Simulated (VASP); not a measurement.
# C (P6_3/mmc) in VASP: relaxation of cell and atoms with PBE

Aim: the relaxation of cell and atoms of C with PBE.

Everything below comes from runs of VASP 6.6.1. Logs are shortened: lines on timing, memory, paths and dates and some standing lists are left out, and cuts for length are marked.

### Step 1. The cell of the first run

It takes space group P6_3/mmc (No. 194, hexagonal). The conventional cell has a = 2.648 Å, b = 2.648 Å, c = 9.341 Å, α = 90.00°, β = 90.00°, γ = 120.00°. Within 2.3 Å of C (site symmetry 3m) lie 10 C at 1.60 to 2.21 Å. C (site symmetry -6m2) has 3 C at 1.53 Å within 2.0 Å. Within 2.0 Å of C (site symmetry -6m2) lie 5 C at 1.53 to 1.60 Å. Within 2.4 Å of C (site symmetry -3m) lie 8 C at 1.70 to 2.34 Å.

### Step 2. Relaxation of cell and atoms, PBE

Input file INCAR:

```
ALGO = Normal ; EDIFF = 1E-7
EDIFFG = -0.04 ; ENCUT = 1300
GGA = PE ; GGA_COMPAT = False
IBRION = 2 ; ISIF = 3
ISMEAR = 0 ; LASPH = True
LCHARG = False ; LREAL = False
LWAVE = False ; NELM = 120
NELMIN = 4 ; NSW = 90
PREC = Accurate ; SIGMA = 0.1
```

Input file KPOINTS:

```
k-points
0
Gamma
  6 6 2
```

Input file POSCAR:

```
C
1.0
    2.6478986000      0.0000000000      0.0000000000
   -1.3239493000      2.2931474500      0.0000000000
    0.0000000000      0.0000000000      9.3406367700
C
10
Direct
    0.3333333300      0.6666666700      0.5790258200
    0.6666666700      0.3333333300      0.0790258200
    0.0000000000      0.0000000000      0.7500000000
    0.3333333300      0.6666666700      0.9209741800
    0.0000000000      0.0000000000      0.2500000000
    0.6666666700      0.3333333300      0.4209741800
    0.3333333300      0.6666666700      0.7500000000
    0.0000000000      0.0000000000      0.5000000000
    0.6666666700      0.3333333300      0.2500000000
    0.0000000000      0.0000000000      0.0000000000
```

Potentials or basis: VASP PAW PBE potentials, release 64 (C_h).

Started as:

```sh
cat potpaw_PBE.64/C_h/POTCAR > POTCAR
mpirun -np 1 vasp_std > vasp.out
```

OUTCAR:

```text
EDIFF = 1E-7
   EDIFFG = -0.04
   ENCUT = 1300
   GGA = PE
   IBRION = 2
   ISIF = 3
   ISMEAR = 0
   LASPH = True
   LREAL = False
   NELM = 120
   NELMIN = 4
   NSW = 90
   PREC = Accurate

 ion  position               nearest neighbor table
   1  0.333  0.667  0.579-
   2  0.667  0.333  0.079-
   3  0.000  0.000  0.750-
   4  0.333  0.667  0.921-
   5  0.000  0.000  0.250-
   6  0.667  0.333  0.421-
   7  0.333  0.667  0.750-
   8  0.000  0.000  0.500-
   9  0.667  0.333  0.250-
  10  0.000  0.000  0.000-

  LATTYP: Found a hexagonal cell.
 ALAT       =     2.6478986000
 C/A-ratio  =     3.5275658856

  Lattice vectors:

 A1 = (   2.6478986000,   0.0000000000,   0.0000000000)
 A2 = (  -1.3239493000,   2.2931474500,   0.0000000000)
 A3 = (   0.0000000000,   0.0000000000,   9.3406367700)

Analysis of symmetry for initial positions (statically):
=====================================================================
 Subroutine PRICEL returns:
 Original cell was already a primitive cell.

 Routine SETGRP: Setting up the symmetry group for a
 hexagonal supercell.

 Subroutine GETGRP returns: Found 24 space group operations
 (whereof 12 operations were pure point group operations)
 out of a pool of 24 trial point group operations.

The static configuration has the point symmetry D_3d.
 The point group associated with its full space group is D_6h.

Analysis of symmetry for dynamics (positions and initial velocities):
=====================================================================
 Subroutine PRICEL returns:
 Original cell was already a primitive cell.

 Routine SETGRP: Setting up the symmetry group for a
 hexagonal supercell.

 Subroutine GETGRP returns: Found 24 space group operations
 (whereof 12 operations were pure point group operations)
 out of a pool of 24 trial point group operations.

The dynamic configuration has the point symmetry D_3d.
 The point group associated with its full space group is D_6h.

 Subroutine INISYM returns: Found 24 space group operations
 (whereof 12 operations are pure point group operations),
 and found     1 'primitive' translations

----------------------------------------------------------------------------------------

                                     Primitive cell

  volume of cell :      56.7166

  direct lattice vectors                    reciprocal lattice vectors
     2.647898600  0.000000000  0.000000000     0.377657966  0.218040929  0.000000000
    -1.323949300  2.293147450  0.000000000     0.000000000  0.436081858  0.000000000
     0.000000000  0.000000000  9.340636770     0.000000000  0.000000000  0.107059082

  length of vectors
     2.647898600  2.647898596  9.340636770     0.436081857  0.436081858  0.107059082

  position of ions in fractional coordinates (direct lattice)
     0.333333330  0.666666670  0.579025820
     0.666666670  0.333333330  0.079025820
     0.000000000  0.000000000  0.750000000
     0.333333330  0.666666670  0.920974180
     0.000000000  0.000000000  0.250000000
     0.666666670  0.333333330  0.420974180
     0.333333330  0.666666670  0.750000000
     0.000000000  0.000000000  0.500000000
     0.666666670  0.333333330  0.250000000
     0.000000000  0.000000000  0.000000000

  ion indices of the primitive-cell ions
   primitive index   ion index
                 1           1
                 2           2
                 3           3
                 4           4
                 5           5
                 6           6
                 7           7
                 8           8
                 9           9
                10          10

----------------------------------------------------------------------------------------

 KPOINTS: k-points

Automatic generation of k-mesh.
 Grid dimensions read from file:
 generate k-points for:    6    6    2

 Generating k-lattice:

  Cartesian coordinates                     Fractional coordinates (reciprocal lattice)
     0.062942994  0.036340155  0.000000000     0.166666667  0.000000000  0.000000000
     0.000000000  0.072680310  0.000000000     0.000000000  0.166666667  0.000000000
     0.000000000  0.000000000  0.053529541     0.000000000  0.000000000  0.500000000

  Length of vectors
     0.072680310  0.072680310  0.053529541

  Shift w.r.t. Gamma in fractional coordinates (k-lattice)
     0.000000000  0.000000000  0.000000000

 Subroutine IBZKPT returns following result:
 ===========================================

 Found     14 irreducible k-points:

 Following reciprocal coordinates:
            Coordinates               Weight
  0.000000  0.000000  0.000000      1.000000
  0.166667  0.000000  0.000000      6.000000
  0.333333  0.000000  0.000000      6.000000
  0.500000 -0.000000  0.000000      3.000000
  0.166667  0.166667  0.000000      6.000000
  0.333333  0.166667  0.000000     12.000000
  0.333333  0.333333  0.000000      2.000000
  0.000000  0.000000  0.500000      1.000000
  0.166667  0.000000  0.500000      6.000000
  0.333333  0.000000  0.500000      6.000000
  0.500000 -0.000000  0.500000      3.000000
  0.166667  0.166667  0.500000      6.000000
  0.333333  0.166667  0.500000     12.000000
  0.333333  0.333333  0.500000      2.000000
   k-points           NKPTS =     14   k-points in BZ     NKDIM =     14   number of bands    NBANDS=     26
   number of dos      NEDOS =    301   number of ions     NIONS =     10
   total plane-waves  NPLWV = 114688
   dimension x,y,z NGX =    32 NGY =   32 NGZ =  112
   dimension x,y,z NGXF=    64 NGYF=   64 NGZF=  224
   ions per type =              10
   NGX,Y,Z   is equivalent  to a cutoff of  20.09, 20.09, 19.93 a.u.
   NGXF,Y,Z  is equivalent  to a cutoff of  40.18, 40.18, 39.87 a.u.
 SYSTEM =  unknown system
   PREC   = accura    normal or accurate (medium, high low for compatibility)
   ISTART =      0    job   : 0-new  1-cont  2-samecut
   ICHARG =      2    charge: 1-file 2-atom 10-const
   ISPIN  =      1    spin polarized calculation?
   LNONCOLLINEAR =      F non collinear calculations
   LSORBIT =      F    spin-orbit coupling
   LASPH  =      T    aspherical Exc in radial PAW
   ENCUT  = 1300.0 eV  95.55 Ry    9.77 a.u.   7.78  7.78 27.46*2*pi/ulx,y,z
   NELM   =    120;   NELMIN=  4; NELMDL= -5     # of ELM steps
   EDIFF  = 0.1E-06   stopping-criterion for ELM
   LREAL  =      F    real-space projection
   EDIFFG = -.4E-01   stopping-criterion for IOM
   NSW    =     90    number of steps for IOM
   IBRION =      2    ionic relax: 0-MD 1-quasi-New 2-CG
   NFREE  =      1    steps in history (QN), initial steepest desc. (CG)
   ISIF   =      3    stress and relaxation
   ISYM   =      2    0-nonsym 1-usesym 2-fastsym
   POTIM  = 0.5000    time-step for ionic-motion
   TEBEG  =    0.0;   TEEND  =   0.0 temperature during run
   PSTRESS=    0.0 pullay stress
   NELECT =      40.0000    total number of electrons
   NUPDOWN=      -1.0000    fix difference up-down
   EMIN   =  10.00;   EMAX   =-10.00  energy-range for DOS
   EFERMI =   0.00;   METHOD = LEGACY
   ISMEAR =     0;   SIGMA  =   0.10  broadening in eV -4-tet -1-fermi 0-gaus
   EFERMI_NEDOS =   21; number of points for ismear=-14 and -15
   IALGO  =     38    algorithm
   IMIX   =      4    mixing-type and parameters
     AMIX     =   0.40;   BMIX     =  1.00
     AMIX_MAG =   1.60;   BMIX_MAG =  1.00
  volume/ion in A,a.u.               =       5.67        38.27
  Fermi-wavevector in a.u.,A,eV,Ry     =   1.457219  2.753745 28.891806  2.123488
  Thomas-Fermi vector in A             =   2.574046
   LORBIT       =      0    0 simple, 1 ext, 2 COOP (PROOUT), +10 PAW based schemes
   GGA     = PE    functional components
   LHFCALC =     F    Hartree Fock is set to
   AEXX    =    0.0000 exact exchange contribution
   IVDW    =     0    specifies the selected vdW correction
   LEPSILON=     F    determine dielectric tensor
   LRPA    =     F    only Hartree local field effects (RPA)
 conjugate gradient relaxation of ions
 non-spin polarized calculation
 Gauss-broadening in eV      SIGMA  =   0.10
  energy-cutoff  :     1300.00
  volume of cell :       56.72
 maximum number of plane-waves:      6085
 NGX is ok and might be reduce to    32
   NGX = 15   NGY = 15   NGZ = 55

--------------------------------------- Ionic step        1  -------------------------------------------

 number of electron      40.0000000 magnetization

 Free energy of the ion-electron system (eV)
  ---------------------------------------------------
  ext. energy  EPLUGINS =         0.00000000
  ---------------------------------------------------
  free energy    TOTEN  =       -65.16491496 eV

  energy without entropy =      -65.14759715  energy(sigma->0) =      -65.15625606

 E-fermi :  12.9622     XC(G=0): -13.5698

 val. band max:       12.9360645565   @ k =   0.3333   0.1667   0.0000
 cond. band min:      12.9804680683   @ k =   0.1667   0.0000   0.0000
 fundamental gap:      0.0444035119
 Fermi energy:        12.9621679727

 k-point     1 :       0.0000    0.0000    0.0000
  band No.  band energies     occupation
      1     -10.6493      2.00000
      2      -9.4169      2.00000
      3      -9.2360      2.00000
      4      -6.4758      2.00000
      5      -3.6251      2.00000
      6       0.7184      2.00000
[... 520 lines left out ...]
  FREE ENERGIE OF THE ION-ELECTRON SYSTEM (eV)
  ---------------------------------------------------
  free  energy   TOTEN  =       -71.1508660173 eV

  energy  without entropy=      -71.1363257411  energy(sigma->0) =      -71.14359588

[... ionic steps 4 to 12 ...]

--------------------------------------- Ionic step       13  -------------------------------------------

 number of electron      39.9999999 magnetization

------------------------ aborting loop because EDIFF is reached ----------------------------------------

  FORCE on cell =-STRESS in cart. coord.  units (eV):
  Direction    XX          YY          ZZ          XY          YZ          ZX
  --------------------------------------------------------------------------------------
  -------------------------------------------------------------------------------------
  Total        0.5152627      0.5152627      0.2735540     -0.0000000      0.0000000      0.0000000
  in kB       10.4762028     10.4762027      5.5618367     -0.0000000      0.0000000      0.0000000
  external PRESSURE =       8.8380807 kB  Pullay stress =       0.0000000 kB
[... 73 lines left out ...]
  energy  without entropy=      -73.5813327624  energy(sigma->0) =      -73.58409787

--------------------------------------- Ionic step       15  -------------------------------------------

 number of electron      40.0000000 magnetization

 Free energy of the ion-electron system (eV)
  ---------------------------------------------------
  ext. energy  EPLUGINS =         0.00000000
  ---------------------------------------------------
  free energy    TOTEN  =       -73.58724925 eV

  energy without entropy =      -73.58171688  energy(sigma->0) =      -73.58448307

 E-fermi :   7.0731     XC(G=0): -11.4141

 val. band max:        7.0189095548   @ k =   0.3333   0.3333   0.0000
 cond. band min:       7.0739184051   @ k =   0.3333   0.3333   0.5000
 fundamental gap:      0.0550088503
 Fermi energy:         7.0730512806

 k-point     1 :       0.0000    0.0000    0.0000
  band No.  band energies     occupation
      1     -15.0800      2.00000
      2     -15.0765      2.00000
      3     -11.9020      2.00000
      4     -11.8826      2.00000
      5      -6.2053      2.00000
      6      -6.0736      2.00000
[... 432 lines left out ...]
  FREE ENERGIE OF THE ION-ELECTRON SYSTEM (eV)
  ---------------------------------------------------
  free  energy   TOTEN  =       -73.5872492469 eV

  energy  without entropy=      -73.5817168835  energy(sigma->0) =      -73.58448307

 reached required accuracy - stopping structural energy minimisation
```

Wall time 12 min (1 thread of Intel Xeon Platinum 8375C at 2.90GHz (Ice Lake), shared host); peak memory 0.35 GiB.

Results:

```
Free energy                           : -73.5872 eV
Relaxed volume                        : 7.93 Å³/atom
Relaxed cell                          : a = 2.523 Å, b = 2.523 Å, c = 14.380 Å, α = 90.00°, β = 90.00°, γ = 120.00°
Space group after relaxing (to 0.1 Å) : P6_3/mmc (No. 194)
Energy gained by relaxing             : 842.2 meV/atom
Ionic steps                           : 15
Pressure after relaxing               : -0.4 GPa
Largest force after relaxing          : 0.030 eV/Å
Band gap on the k mesh                : zero (bands 20 and 21 overlap by 0.72 eV)
```

Forces on the atoms (eV/Å):
```
C    0.000  0.000  0.030
C    0.000  0.000  0.030
C    0.000  0.000  0.000
C    0.000  0.000 -0.030
C    0.000  0.000  0.000
C    0.000  0.000 -0.030
C    0.000  0.000  0.000
C    0.000  0.000  0.000
C    0.000  0.000  0.000
C    0.000  0.000  0.000
```

Step by step:
| step | energy change (eV) | largest force (eV/Å) | pressure (GPa) | volume (Å³) |
| --- | --- | --- | --- | --- |
| 1 | 0.0000 | 0.4950 | 45.54 | 56.72 |
| 2 | -5.9177 | 2.2364 | -18.25 | 69.75 |
| 3 | -5.9860 | 2.5772 | -20.49 | 71.03 |
| 4 | -7.2785 | 0.3880 | 33.38 | 64.83 |
| 5 | -7.4524 | 0.6003 | 18.51 | 66.21 |
| 6 | -8.0566 | 0.5362 | 17.72 | 70.71 |
| 7 | -8.1256 | 1.0713 | 18.55 | 72.91 |
| 8 | -7.9414 | 1.2614 | -19.38 | 85.95 |
| 9 | -8.4130 | 0.0562 | -0.76 | 78.37 |
| 10 | -8.4131 | 0.0356 | -0.42 | 78.25 |
| 11 | -8.4190 | 0.1501 | -0.08 | 78.56 |
| 12 | -8.4193 | 0.1747 | -0.01 | 78.63 |
| 13 | -8.4219 | 0.0251 | 0.88 | 78.80 |
| 14 | -8.4219 | 0.0047 | 0.79 | 78.78 |
| 15 | -8.4223 | 0.0301 | -0.43 | 79.29 |

Final structure:
```yaml
crystal:
  lattice:
    - [2.52320, 0.00000, 0.00000]
    - [-1.26160, 2.18515, 0.00000]
    - [0.00000, 0.00000, 14.38029]
  atoms:
    - { symbol: C, position: [0.33333, 0.66667, 0.55612] }
    - { symbol: C, position: [0.66667, 0.33333, 0.05612] }
    - { symbol: C, position: [0.00000, 0.00000, 0.75000] }
    - { symbol: C, position: [0.33333, 0.66667, 0.94388] }
    - { symbol: C, position: [0.00000, 0.00000, 0.25000] }
    - { symbol: C, position: [0.66667, 0.33333, 0.44388] }
    - { symbol: C, position: [0.33333, 0.66667, 0.75000] }
    - { symbol: C, position: [0.00000, 0.00000, 0.50000] }
    - { symbol: C, position: [0.66667, 0.33333, 0.25000] }
    - { symbol: C, position: [0.00000, 0.00000, 0.00000] }
```

Caveat: the k points lie up to 0.48 Å⁻¹ apart in the final cell, too coarse for converged energies and pressures of a metal; the volume moved by over 15 % at a fixed basis, so the end points are rough.

The gap in the log of VASP goes by the Fermi energy; the results here count the filled bands.